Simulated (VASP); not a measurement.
# SnO (P4/nmm) in VASP: further runs

The runs below take SnO through single point, with PBEsol.

Program: VASP 6.6.1. These are calculated values, not measurements. Logs are shortened: lines on timing, memory, paths and dates and some standing lists are left out, and cuts for length are marked.

**1. The cell of the first run**

It takes space group P4/nmm (No. 129, tetragonal). The conventional cell has a = 3.799 Å, b = 3.799 Å, c = 4.841 Å, α = 90.00°, β = 90.00°, γ = 90.00°. Within 2.9 Å of Sn (site symmetry 4mm) lie 4 O at 2.22 Å. Within 2.9 Å of O (site symmetry -4m2) lie 4 Sn at 2.22 Å and 4 O at 2.69 Å.

**2. Single point, PBEsol**

File INCAR:

```
SYSTEM = SnO
PREC = Accurate
ENCUT = 520
EDIFF = 1E-6
ISMEAR = 0
SIGMA = 0.1
LREAL = .False.
LASPH = .True.
NELM = 100
ALGO = Normal
ISIF = 2
LWAVE = .False.
LCHARG = .False.
GGA = PS
NBANDS = 28
```

File KPOINTS:

```
regular mesh
0
Gamma
  6 6 4
  0 0 0
```

File POSCAR:

```
SnO
1.0
    3.7986000000      0.0000000000      0.0000000000
    0.0000000000      3.7986000000      0.0000000000
    0.0000000000      0.0000000000      4.8408000000
Sn O
2 2
Direct
    0.5000000000      0.0000000000      0.2369000000
    0.0000000000      0.5000000000      0.7631000000
    0.0000000000      0.0000000000      0.0000000000
    0.5000000000      0.5000000000      0.0000000000
```

Potentials or basis: VASP PAW PBE potentials, release 64 (Sn_d, O).

Command:

```console
$ cat potpaw_PBE.64/Sn_d/POTCAR potpaw_PBE.64/O/POTCAR > POTCAR
$ mpirun -np 1 vasp_std > vasp.out
```

OUTCAR:

```text
SYSTEM = SnO
   PREC = Accurate
   ENCUT = 520
   EDIFF = 1E-6
   ISMEAR = 0
   LREAL = .False.
   LASPH = .True.
   NELM = 100
   ISIF = 2
   GGA = PS

 ion  position               nearest neighbor table
   1  0.500  0.000  0.237-   3 2.22   4 2.22   4 2.22   3 2.22   2 3.53   2 3.53   2 3.53   2 3.53
                             2 3.70   2 3.70   2 3.70   2 3.70
   2  0.000  0.500  0.763-   3 2.22   4 2.22   3 2.22   4 2.22   1 3.53   1 3.53   1 3.53   1 3.53
                             1 3.70   1 3.70   1 3.70   1 3.70
   3  0.000  0.000  0.000-   1 2.22   2 2.22   2 2.22   1 2.22
   4  0.500  0.500  0.000-   1 2.22   2 2.22   1 2.22   2 2.22

  LATTYP: Found a simple tetragonal cell.
 ALAT       =     3.7986000000
 C/A-ratio  =     1.2743642395

  Lattice vectors:

 A1 = (   3.7986000000,   0.0000000000,   0.0000000000)
 A2 = (   0.0000000000,   3.7986000000,   0.0000000000)
 A3 = (   0.0000000000,   0.0000000000,   4.8408000000)

Analysis of symmetry for initial positions (statically):
=====================================================================
 Subroutine PRICEL returns:
 Original cell was already a primitive cell.

 Routine SETGRP: Setting up the symmetry group for a
 simple tetragonal supercell.

 Subroutine GETGRP returns: Found 16 space group operations
 (whereof  8 operations were pure point group operations)
 out of a pool of 16 trial point group operations.

The static configuration has the point symmetry D_2d.
 The point group associated with its full space group is D_4h.

Analysis of symmetry for dynamics (positions and initial velocities):
=====================================================================
 Subroutine PRICEL returns:
 Original cell was already a primitive cell.

 Routine SETGRP: Setting up the symmetry group for a
 simple tetragonal supercell.

 Subroutine GETGRP returns: Found 16 space group operations
 (whereof  8 operations were pure point group operations)
 out of a pool of 16 trial point group operations.

The dynamic configuration has the point symmetry D_2d.
 The point group associated with its full space group is D_4h.

 Subroutine INISYM returns: Found 16 space group operations
 (whereof  8 operations are pure point group operations),
 and found     1 'primitive' translations

----------------------------------------------------------------------------------------

                                     Primitive cell

  volume of cell :      69.8497

  direct lattice vectors                    reciprocal lattice vectors
     3.798600000  0.000000000  0.000000000     0.263254883  0.000000000  0.000000000
     0.000000000  3.798600000  0.000000000     0.000000000  0.263254883  0.000000000
     0.000000000  0.000000000  4.840800000     0.000000000  0.000000000  0.206577425

  length of vectors
     3.798600000  3.798600000  4.840800000     0.263254883  0.263254883  0.206577425

  position of ions in fractional coordinates (direct lattice)
     0.500000000  0.000000000  0.236900000
     0.000000000  0.500000000  0.763100000
     0.000000000  0.000000000  0.000000000
     0.500000000  0.500000000  0.000000000

  ion indices of the primitive-cell ions
   primitive index   ion index
                 1           1
                 2           2
                 3           3
                 4           4

----------------------------------------------------------------------------------------

 KPOINTS: regular mesh

Automatic generation of k-mesh.
 Grid dimensions read from file:
 generate k-points for:    6    6    4

 Generating k-lattice:

  Cartesian coordinates                     Fractional coordinates (reciprocal lattice)
     0.043875814  0.000000000  0.000000000     0.166666667  0.000000000  0.000000000
     0.000000000  0.043875814  0.000000000     0.000000000  0.166666667  0.000000000
     0.000000000  0.000000000  0.051644356     0.000000000  0.000000000  0.250000000

  Length of vectors
     0.043875814  0.043875814  0.051644356

  Shift w.r.t. Gamma in fractional coordinates (k-lattice)
     0.000000000  0.000000000  0.000000000

 Subroutine IBZKPT returns following result:
 ===========================================

 Found     30 irreducible k-points:

 Following reciprocal coordinates:
            Coordinates               Weight
  0.000000  0.000000  0.000000      1.000000
  0.166667  0.000000  0.000000      4.000000
  0.333333  0.000000  0.000000      4.000000
  0.500000  0.000000  0.000000      2.000000
  0.166667  0.166667  0.000000      4.000000
  0.333333  0.166667  0.000000      8.000000
[... 16 lines left out ...]
  0.333333  0.000000  0.500000      4.000000
  0.500000  0.000000  0.500000      2.000000
 [... further k-points ...]
   k-points           NKPTS =     30   k-points in BZ     NKDIM =     30   number of bands    NBANDS=     28
   number of dos      NEDOS =    301   number of ions     NIONS =      4
   total plane-waves  NPLWV =  28224
   dimension x,y,z NGX =    28 NGY =   28 NGZ =   36
   dimension x,y,z NGXF=    56 NGYF=   56 NGZF=   72
   ions per type =               2   2
   NGX,Y,Z   is equivalent  to a cutoff of  12.25, 12.25, 12.36 a.u.
   NGXF,Y,Z  is equivalent  to a cutoff of  24.51, 24.51, 24.73 a.u.
 SYSTEM =  SnO
   PREC   = accura    normal or accurate (medium, high low for compatibility)
   ISTART =      0    job   : 0-new  1-cont  2-samecut
   ICHARG =      2    charge: 1-file 2-atom 10-const
   ISPIN  =      1    spin polarized calculation?
   LNONCOLLINEAR =      F non collinear calculations
   LSORBIT =      F    spin-orbit coupling
   LASPH  =      T    aspherical Exc in radial PAW
   ENCUT  =  520.0 eV  38.22 Ry    6.18 a.u.   7.06  7.06  9.00*2*pi/ulx,y,z
   NELM   =    100;   NELMIN=  2; NELMDL= -5     # of ELM steps
   EDIFF  = 0.1E-05   stopping-criterion for ELM
   LREAL  =      F    real-space projection
   EDIFFG = 0.1E-04   stopping-criterion for IOM
   NSW    =      0    number of steps for IOM
   IBRION =     -1    ionic relax: 0-MD 1-quasi-New 2-CG
   NFREE  =      0    steps in history (QN), initial steepest desc. (CG)
   ISIF   =      2    stress and relaxation
   ISYM   =      2    0-nonsym 1-usesym 2-fastsym
   POTIM  = 0.5000    time-step for ionic-motion
   TEBEG  =    0.0;   TEEND  =   0.0 temperature during run
   PSTRESS=    0.0 pullay stress
   NELECT =      40.0000    total number of electrons
   NUPDOWN=      -1.0000    fix difference up-down
   EMIN   =  10.00;   EMAX   =-10.00  energy-range for DOS
   EFERMI =   0.00;   METHOD = LEGACY
   ISMEAR =     0;   SIGMA  =   0.10  broadening in eV -4-tet -1-fermi 0-gaus
   EFERMI_NEDOS =   21; number of points for ismear=-14 and -15
   IALGO  =     38    algorithm
   IMIX   =      4    mixing-type and parameters
     AMIX     =   0.40;   BMIX     =  1.00
     AMIX_MAG =   1.60;   BMIX_MAG =  1.00
  volume/ion in A,a.u.               =      17.46       117.84
  Fermi-wavevector in a.u.,A,eV,Ry     =   1.359482  2.569048 25.146163  1.848191
  Thomas-Fermi vector in A             =   2.486226
   LORBIT       =      0    0 simple, 1 ext, 2 COOP (PROOUT), +10 PAW based schemes
   GGA     = PS    functional components
   LHFCALC =     F    Hartree Fock is set to
   AEXX    =    0.0000 exact exchange contribution
   IVDW    =     0    specifies the selected vdW correction
   LEPSILON=     F    determine dielectric tensor
   LRPA    =     F    only Hartree local field effects (RPA)
 non-spin polarized calculation
 Gauss-broadening in eV      SIGMA  =   0.10
  energy-cutoff  :      520.00
  volume of cell :       69.85
 maximum number of plane-waves:      1902
   NGX = 15   NGY = 15   NGZ = 19

 number of electron      39.9999994 magnetization

 Free energy of the ion-electron system (eV)
  ---------------------------------------------------
  ext. energy  EPLUGINS =         0.00000000
  ---------------------------------------------------
  free energy    TOTEN  =       -24.20816391 eV

  energy without entropy =      -24.20636216  energy(sigma->0) =      -24.20726303

 E-fermi :   7.0891     XC(G=0): -10.4970

 val. band max:        7.0596178983   @ k =   0.0000   0.0000   0.0000
 cond. band min:       7.1133142393   @ k =   0.5000   0.5000   0.0000
 fundamental gap:      0.0536963411
 Fermi energy:         7.0890507272

 k-point     1 :       0.0000    0.0000    0.0000
  band No.  band energies     occupation
      1     -14.8825      2.00000
      2     -14.4189      2.00000
      3     -14.4189      2.00000
      4     -14.4135      2.00000
      5     -14.3653      2.00000
      6     -14.3625      2.00000
[... 20 lines left out ...]
     27      13.7906      0.00000
     28      14.1618      0.00000

 k-point     2 :       0.1667    0.0000    0.0000
  band No.  band energies     occupation
      1     -14.8680      2.00000
      2     -14.4421      2.00000
      3     -14.4127      2.00000
      4     -14.4120      2.00000
      5     -14.3849      2.00000
      6     -14.3682      2.00000
[... 20 lines left out ...]
     27      14.0704      0.00000
     28      16.0715      0.00000

 k-point     3 :       0.3333    0.0000    0.0000
  band No.  band energies     occupation
      1     -14.8272      2.00000
      2     -14.6174      2.00000
      3     -14.3958      2.00000
      4     -14.3955      2.00000
      5     -14.3743      2.00000
      6     -14.3735      2.00000
[... 20 lines left out ...]
     27      14.5705      0.00000
     28      17.2607      0.00000

 k-point     4 :       0.5000    0.0000    0.0000
  band No.  band energies     occupation
      1     -14.7507      2.00000
      2     -14.7507      2.00000
      3     -14.3816      2.00000
      4     -14.3816      2.00000
      5     -14.3772      2.00000
      6     -14.3772      2.00000
[... 578 lines left out ...]
     27      15.1024      0.00000
     28      16.2712      0.00000

 k-point    23 :       0.3333    0.0000    0.5000
  band No.  band energies     occupation
      1     -14.8285      2.00000
      2     -14.6450      2.00000
      3     -14.4108      2.00000
      4     -14.3975      2.00000
      5     -14.3770      2.00000
      6     -14.3766      2.00000
[... 20 lines left out ...]
     27      15.3862      0.00000
     28      17.0887      0.00000

 k-point    24 :       0.5000    0.0000    0.5000
  band No.  band energies     occupation
      1     -14.7671      2.00000
      2     -14.7671      2.00000
      3     -14.4128      2.00000
      4     -14.4128      2.00000
      5     -14.3703      2.00000
      6     -14.3703      2.00000
[... 20 lines left out ...]
     27      15.9309      0.00000
     28      15.9309      0.00000

 [... further k-points ...]

------------------------ aborting loop because EDIFF is reached ----------------------------------------

  FORCE on cell =-STRESS in cart. coord.  units (eV):
  Direction    XX          YY          ZZ          XY          YZ          ZX
  --------------------------------------------------------------------------------------
  -------------------------------------------------------------------------------------
  Total        0.3659544      0.3659544      0.2547110      0.0000000      0.0000000      0.0000000
  in kB        8.3940834      8.3940834      5.8424369      0.0000000      0.0000000      0.0000000
  external PRESSURE =       7.5435346 kB  Pullay stress =       0.0000000 kB

 VOLUME and BASIS-vectors are now :
 -----------------------------------------------------------------------------
  energy-cutoff  :      520.00
  volume of cell :       69.85
      direct lattice vectors                 reciprocal lattice vectors
     3.798600000  0.000000000  0.000000000     0.263254883  0.000000000  0.000000000
     0.000000000  3.798600000  0.000000000     0.000000000  0.263254883  0.000000000
     0.000000000  0.000000000  4.840800000     0.000000000  0.000000000  0.206577425

 POSITION                                       TOTAL-FORCE (eV/Angst)
 -----------------------------------------------------------------------------------
      1.89930      0.00000      1.14679         0.000000      0.000000      0.312396
      0.00000      1.89930      3.69401         0.000000      0.000000     -0.312396
      0.00000      0.00000      0.00000         0.000000      0.000000      0.000000
      1.89930      1.89930      0.00000         0.000000     -0.000000      0.000000
 -----------------------------------------------------------------------------------
    total drift:                                0.000000      0.000000      0.000000

  FREE ENERGIE OF THE ION-ELECTRON SYSTEM (eV)
  ---------------------------------------------------
  free  energy   TOTEN  =       -24.2081639110 eV

  energy  without entropy=      -24.2063621579  energy(sigma->0) =      -24.20726303
```

Run time: 19 s. Hardware: 1 thread of Intel Xeon 6975P-C (Granite Rapids), shared host; peak memory 0.19 GiB.

What came out:

```
Free energy            : -24.2082 eV
Pressure               : 0.8 GPa
Largest force          : 0.312 eV/Å
Band gap on the k mesh : 0.05 eV (least direct gap 1.92 eV)
```

Forces in eV/Å, atoms in the order of the input:
```
Sn   0.000  0.000  0.312
Sn   0.000  0.000 -0.312
O    0.000  0.000  0.000
O    0.000  0.000  0.000
```

Caveat: semilocal functionals underestimate gaps, and a narrow one can read as zero; the PAW data sets were made with another functional, which shifts forces and pressure a little; spin-orbit coupling is left out, which moves the levels of the heavy elements. A k mesh can miss the band edges.

**3. Single point, PBEsol (16.17 Å³/atom)**

This run uses another cell than the first one, of 16.17 Å³/atom.

File INCAR:

```
PREC = Accurate ; ENCUT = 520
EDIFF = 1E-6 ; ISMEAR = 0
SIGMA = 0.1 ; LREAL = F
LASPH = T ; NELM = 60
ALGO = Normal ; ISIF = 2
LWAVE = F ; LCHARG = F
GGA = PS ; NBANDS = 28
```

File KPOINTS:

```
regular mesh
0
Gamma
  12 12 10
```

File POSCAR:

```
SnO
1.0
    3.7676595497      0.0000000000      0.0000000000
    0.0000000000      3.7676595497      0.0000000000
    0.0000000000      0.0000000000      4.5565838050
Sn O
2 2
Direct
    0.5000000000      0.0000000000      0.2538004966
    0.0000000000      0.5000000000      0.7461995034
    0.0000000000      0.0000000000      0.0000000000
    0.5000000000      0.5000000000      0.0000000000
```

Potentials or basis: VASP PAW PBE potentials, release 64 (Sn_d, O).

Command:

```console
$ cat potpaw_PBE.64/Sn_d/POTCAR potpaw_PBE.64/O/POTCAR > POTCAR
$ mpirun -np 1 vasp_std > vasp.out
```

OUTCAR:

```text
PREC = Accurate
   ENCUT = 520
   EDIFF = 1E-6
   ISMEAR = 0
   LREAL = F
   LASPH = T
   NELM = 60
   ISIF = 2
   GGA = PS

 ion  position               nearest neighbor table
   1  0.500  0.000  0.254-   3 2.21   4 2.21   4 2.21   3 2.21   2 3.48   2 3.48   2 3.48   2 3.48
                             2 3.53   2 3.53   2 3.53   2 3.53
   2  0.000  0.500  0.746-   3 2.21   4 2.21   3 2.21   4 2.21   1 3.48   1 3.48   1 3.48   1 3.48
                             1 3.53   1 3.53   1 3.53   1 3.53
   3  0.000  0.000  0.000-   1 2.21   2 2.21   2 2.21   1 2.21
   4  0.500  0.500  0.000-   1 2.21   2 2.21   1 2.21   2 2.21

  LATTYP: Found a simple tetragonal cell.
 ALAT       =     3.7676595497
 C/A-ratio  =     1.2093937217

  Lattice vectors:

 A1 = (   3.7676595497,   0.0000000000,   0.0000000000)
 A2 = (   0.0000000000,   3.7676595497,   0.0000000000)
 A3 = (   0.0000000000,   0.0000000000,   4.5565838050)

Analysis of symmetry for initial positions (statically):
=====================================================================
 Subroutine PRICEL returns:
[... 176 lines left out ...]

 E-fermi :   8.0017     XC(G=0): -10.9504

 val. band max:        7.9974686966   @ k =   0.0000   0.0000   0.1000
 cond. band min:       8.0025021147   @ k =   0.0833   0.0833   0.1000
 fundamental gap:      0.0050334181
 Fermi energy:         8.0017049303

 k-point     1 :       0.0000    0.0000    0.0000
  band No.  band energies     occupation
      1     -14.0643      2.00000
      2     -13.5945      2.00000
      3     -13.5945      2.00000
      4     -13.5673      2.00000
      5     -13.5368      2.00000
      6     -13.5318      2.00000
[... 733 lines left out ...]
     27      15.8528      0.00000
     28      16.4228      0.00000

 [... further k-points ...]

------------------------ aborting loop because EDIFF is reached ----------------------------------------

  FORCE on cell =-STRESS in cart. coord.  units (eV):
  Direction    XX          YY          ZZ          XY          YZ          ZX
  --------------------------------------------------------------------------------------
  -------------------------------------------------------------------------------------
  Total        1.1376185      1.1376185      1.1078448      0.0000000      0.0000000      0.0000000
  in kB       28.1789349     28.1789349     27.4414352      0.0000000      0.0000000      0.0000000
  external PRESSURE =      27.9331016 kB  Pullay stress =       0.0000000 kB

 VOLUME and BASIS-vectors are now :
 -----------------------------------------------------------------------------
  energy-cutoff  :      520.00
  volume of cell :       64.68
      direct lattice vectors                 reciprocal lattice vectors
     3.767659550  0.000000000  0.000000000     0.265416763  0.000000000  0.000000000
     0.000000000  3.767659550  0.000000000     0.000000000  0.265416763  0.000000000
     0.000000000  0.000000000  4.556583805     0.000000000  0.000000000  0.219462659

 POSITION                                       TOTAL-FORCE (eV/Angst)
 -----------------------------------------------------------------------------------
      1.88383      0.00000      1.15646         0.000000     -0.000000      0.080737
      0.00000      1.88383      3.40012        -0.000000      0.000000     -0.080737
      0.00000      0.00000      0.00000        -0.000000     -0.000000      0.000000
      1.88383      1.88383      0.00000        -0.000000      0.000000      0.000000
 -----------------------------------------------------------------------------------
    total drift:                                0.000000      0.000000      0.000000

  FREE ENERGIE OF THE ION-ELECTRON SYSTEM (eV)
  ---------------------------------------------------
  free  energy   TOTEN  =       -24.1825788349 eV

  energy  without entropy=      -24.1802205549  energy(sigma->0) =      -24.18139969
```

stdout:

```text
POSCAR found type information on POSCAR SnO
 POSCAR found :  2 types and       4 ions
 scaLAPACK will be used
 -----------------------------------------------------------------------------
|                                                                             |
|                                                                             |
|     You enforced a specific xc type in the INCAR file but a different       |
|     I HOPE YOU KNOW WHAT YOU ARE DOING!                                     |
|                                                                             |
 -----------------------------------------------------------------------------

 LDA part: xc-table for (Slater+PW92), standard interpolation
 POSCAR, INCAR and KPOINTS ok, starting setup
 FFT: planning ... GRIDC
 FFT: planning ... GRID_SOFT
 FFT: planning ... GRID
 WAVECAR not read
 entering main loop
```

It took 92 s on 1 thread of Intel Xeon 6975P-C (Granite Rapids), shared host; peak memory 0.35 GiB.

Results:

| Quantity | Value |
| --- | --- |
| Free energy | -24.1826 eV |
| Pressure | 2.8 GPa |
| Largest force | 0.081 eV/Å |
| Band gap on the k mesh | zero (bands 20 and 21 overlap by 0.50 eV) |

Forces in eV/Å, atoms in the order of the input:
```
Sn   0.000  0.000  0.081
Sn   0.000  0.000 -0.081
O    0.000  0.000  0.000
O    0.000  0.000  0.000
```

Levels at points of the mesh, in eV from the Fermi level:
```csv
k point,band 18,band 19,band 20,band 21,band 22,band 23
"(0.00, 0.00, 0.00)",-3.28,-3.28,0.03,2.42,4.32,4.32
"(0.50, 0.00, 0.00)",-5.05,-3.02,-3.02,3.52,3.52,5.79
"(0.50, 0.50, 0.00)",-2.60,-1.96,-1.96,-0.45,-0.45,4.47
"(0.00, 0.00, 0.50)",-3.30,-2.60,-2.30,1.66,2.43,2.43
"(0.50, 0.00, 0.50)",-4.98,-1.83,-1.83,2.90,2.90,5.12
"(0.50, 0.50, 0.50)",-3.09,-2.61,-2.61,2.13,2.13,4.59
```

Caveat: semilocal functionals underestimate gaps, and a narrow one can read as zero; the PAW data sets were made with another functional, which shifts forces and pressure a little; spin-orbit coupling is left out, which moves the levels of the heavy elements.

(Part 1 of 2 ends here.)

The gap in the log of VASP goes by the Fermi energy; the results here count the filled bands.